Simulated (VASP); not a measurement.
Set up this calculation in VASP 6.6.1, as the native input.

```
Task                   : single point
Functional             : LDA
Potentials or basis    : VASP PAW LDA potentials, release 64 (Ge_d, Ga_d)
Cutoff                 : 520 eV
k mesh                 : 7 × 7 × 7
Occupations            : fermi-dirac, width 0.05 eV
Spin                   : no spin polarisation
Dipole correction      : no
Further INCAR settings : ALGO = Normal; EDIFF = 1e-06; NBANDS = 36
```

The structure of GaGe3 lies in POSCAR:

```
GaGe3
1.0
    0.0000000000      3.3413888613      3.3413888613
    3.3413888613      0.0000000000      3.3413888613
    3.3413888613      3.3413888613      0.0000000000
Ge Ga
3 1
Direct
    0.5000000000      0.5000000000      0.5000000000
    0.7500000000      0.7500000000      0.7500000000
    0.2500000000      0.2500000000      0.2500000000
    0.0000000000      0.0000000000      0.0000000000
```

This cell differs from its parent crystal: volume scaled by 0.96.

These files were run (other wordings do the same):

INCAR

```
PREC = Accurate
ENCUT = 520
EDIFF = 1E-6
ISMEAR = -1
SIGMA = 0.05
LREAL = False
LASPH = True
NELM = 100
ALGO = Normal
ISIF = 2
LWAVE = False
LCHARG = False
GGA = CA
NBANDS = 36
```

KPOINTS

```
Automatic mesh
0
Gamma
  7 7 7
```

Potentials or basis: VASP PAW LDA potentials, release 64 (Ge_d, Ga_d).

Run with:

```console
$ cat potpaw_LDA.64/Ge_d/POTCAR potpaw_LDA.64/Ga_d/POTCAR > POTCAR
$ mpirun -np 1 vasp_std > vasp.out
```

It gave:

```json
{
  "Pressure": "-3.1 GPa"
}
```

Run time: 30 s on 1 thread of Intel(R) Xeon(R) Platinum 8488C (Sapphire Rapids), with other jobs on the host, peak memory 0.19 GiB.
